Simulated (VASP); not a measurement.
Input of a VASP 6.6.1 run:

File INCAR:

```
SYSTEM = I
  ALGO = Normal
  EDIFF = 1E-6
  ENCUT = 520
  GGA = RP
  ISIF = 2
  ISMEAR = -1
  LASPH = .TRUE.
  LCHARG = .TRUE.
  LELF = .TRUE.
  LREAL = .FALSE.
  LVHAR = .TRUE.
  LWAVE = .FALSE.
  NBANDS = 10
  NELM = 100
  PREC = Accurate
  SIGMA = 0.05
```

File KPOINTS:

```
k-points
0
G
  7 7 11
  0 0 0
```

Contents of POSCAR:

```
I
1.0
    3.0464744997     -5.0219975607      0.3047302845
    3.0464744997      5.0219975607      0.3047302845
   -1.6594901909      0.0000000000      2.4254297441
I
1
Direct
    0.5000000000      0.5000000000      0.5000000000
```

Potentials or basis: VASP PAW PBE potentials, release 64 (I).

Launch:

```console
$ cat potpaw_PBE.64/I/POTCAR > POTCAR
$ mpirun -np 1 vasp_std > vasp.out
```

Problem. Estimate the band gap on the k mesh.

Solution. Zero (an odd number of electrons rules out a gap without spin polarisation).

Problem. What does it give for the pressure?

Solution. 0.0 GPa.

Stress tensor (GPa, compression positive):
```
-0.04  0.00  0.06
 0.00  0.00  0.00
 0.06  0.00 -0.09
```

Caveat: the PAW data sets were made with another functional, which shifts forces and pressure a little; spin-orbit coupling is left out, which moves the levels of the heavy elements; an odd number of electrons without spin polarisation forces a metal; a magnetic or distorted state may lie lower.
